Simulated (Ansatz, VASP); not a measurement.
# Two plane-wave programs on Ga2O3

```
Ga O
1.0
     6.98797    0.00000    0.00000
     0.00000    4.76334    0.00000
     0.00000    0.00000    4.88715
Ga O
8 12
Direct
  0.11698 0.75383 0.03409
  0.61698 0.74617 0.96591
  0.88302 0.75383 0.46591
  0.38302 0.74617 0.53409
  0.88302 0.24617 0.96591
  0.38302 0.25383 0.03409
  0.11698 0.24617 0.53409
  0.61698 0.25383 0.46591
  0.84719 0.60820 0.10366
  0.34719 0.89180 0.89634
  0.15281 0.60820 0.39634
  0.65281 0.89180 0.60366
  0.15281 0.39180 0.89634
  0.65281 0.10820 0.10366
  0.84719 0.39180 0.60366
  0.34719 0.10820 0.39634
  0.00000 0.05309 0.25000
  0.50000 0.44691 0.75000
  0.00000 0.94691 0.75000
  0.50000 0.55309 0.25000
```

Change from the starting cell: volume scaled by 1.02, ions relaxed.

Alike in both runs: functional PBE; k mesh 3 × 5 × 5; occupations fermi-dirac, width 0.02 eV; no spin polarisation.

Ansatz relaxed the structure, and its values are those at the end. VASP's run is a single point on that final structure, the one shown.

|  | VASP | Ansatz |
| --- | --- | --- |
| version | VASP 6.6.1 | Ansatz 0.2.0 |
| potentials or method | VASP PAW PBE potentials, release 64 (Ga_d, O) | plane-wave PAW, scalar-relativistic |
| plane-wave cutoff (eV) | 520 | 420 |
| valence electrons in the cell | 176 | 176 |

```csv
,VASP,Ansatz,Ansatz less VASP
gap on the k mesh at the Fermi level (eV),4.10,4.10,+0.004
pressure (GPa),57.9,56.5,-1.41
rms of the force components (eV/Å),0.018,0.003,-0.0144
```

Both programs put the cell under a high pressure, so it lies far from rest at this level. Ansatz's warnings: stress scf threshold loose.
